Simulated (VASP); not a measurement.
A run of VASP 6.6.1:

Contents of INCAR:

```
  PREC = Accurate
  ENCUT = 600
  EDIFF = 1E-6
  ISMEAR = 0
  SIGMA = 0.1
  LREAL = F
  LASPH = T
  NELM = 80
  ALGO = Normal
  ISIF = 3
  LWAVE = F
  LCHARG = F
  GGA = PS
  IBRION = 2
  NSW = 100
  EDIFFG = -0.005
```

KPOINTS

```
Automatic mesh
0
Gamma
  10 10 10
```

File POSCAR:

```
YB6
1.0
    4.0764314143      0.0000000000      0.0000000000
    0.0000000000      4.0764314143      0.0000000000
    0.0000000000      0.0000000000      4.0764314143
Y B
1 6
Direct
    0.0000000000      0.0000000000      0.0000000000
    0.1989111047      0.5000000000      0.5000000000
    0.5000000000      0.1989111047      0.5000000000
    0.8010888953      0.5000000000      0.5000000000
    0.5000000000      0.8010888953      0.5000000000
    0.5000000000      0.5000000000      0.1989111047
    0.5000000000      0.5000000000      0.8010888953
```

Potentials or basis: VASP PAW PBE potentials, release 64 (Y_sv, B).

The run is started by

```console
$ cat potpaw_PBE.64/Y_sv/POTCAR potpaw_PBE.64/B/POTCAR > POTCAR
$ mpirun -np 1 vasp_std > vasp.out
```

Hardware: 1 thread of Intel Xeon 8259CL, on a shared host.

Task: How long does it take, and how much memory?

Result: Wall time 3.3 min on 1 thread of Intel Xeon 8259CL, on a shared host, peak memory 0.28 GiB. Counts: scf iterations 26, k points 56, ion steps 3.
